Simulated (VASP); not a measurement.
Crystal: SnO.

```
CELL_PARAMETERS angstrom
3.79860 0.00000 0.00000
0.00000 3.79860 0.00000
0.00000 0.00000 4.84080
ATOMIC_POSITIONS crystal
Sn 0.50000 0.00000 0.23690
Sn 0.00000 0.50000 0.76310
O 0.00000 0.00000 0.00000
O 0.50000 0.50000 0.00000
```

| Quantity | Value |
| --- | --- |
| Program | VASP 6.6.1 |
| Task | relaxation of cell and atoms |
| Functional | PBE |
| Dispersion | D3(BJ) |
| Potentials or basis | VASP PAW PBE potentials, release 64 (Sn_d, O) |
| Cutoff | 600 eV |
| k mesh | 10 × 10 × 8 |
| Occupations | gaussian, width 0.02 eV |
| Spin | no spin polarisation |

At the start: pressure 2.9 GPa; volume 17.46 Å³/atom.

Question: How do energy, volume and symmetry change on relaxing?

Answer: Over 16 steps the energy falls by 6.9 meV/atom and the volume is 17.43 Å³/atom (-0.2 %); space group P4/nmm (No. 129, to 0.05 Å).

The path:
```csv
step,energy change (eV),largest force (eV/Å),pressure (GPa),volume (Å³)
1,0.0000,0.5970,2.85,69.85
2,0.0007,0.5052,-2.93,73.04
3,-0.0222,0.0317,-0.20,71.39
4,-0.0222,0.0431,-0.09,71.36
5,-0.0234,0.0538,-0.12,71.25
6,-0.0255,0.0865,-0.12,70.89
7,-0.0237,0.1483,-0.08,70.16
8,-0.0258,0.1080,-0.13,70.69
9,-0.0268,0.0504,-0.18,70.46
10,-0.0274,0.0280,-0.34,70.09
11,-0.0276,0.0290,0.24,69.51
12,-0.0277,0.0080,0.03,69.73
13,-0.0277,0.0061,0.00,69.75
14,-0.0277,0.0038,-0.01,69.74
15,-0.0277,0.0046,0.00,69.73
16,-0.0277,0.0006,-0.01,69.73
```

Final structure:
```
Sn O
1.0
     3.83671    0.00000    0.00000
     0.00000    3.83671    0.00000
     0.00000    0.00000    4.73720
Sn O
2 2
Direct
  0.50000 0.00000 0.24526
  0.00000 0.50000 0.75474
  0.00000 0.00000 0.00000
  0.50000 0.50000 0.00000
```

Caveat: pairwise dispersion overbinds metals, which lowers pressure and volume.
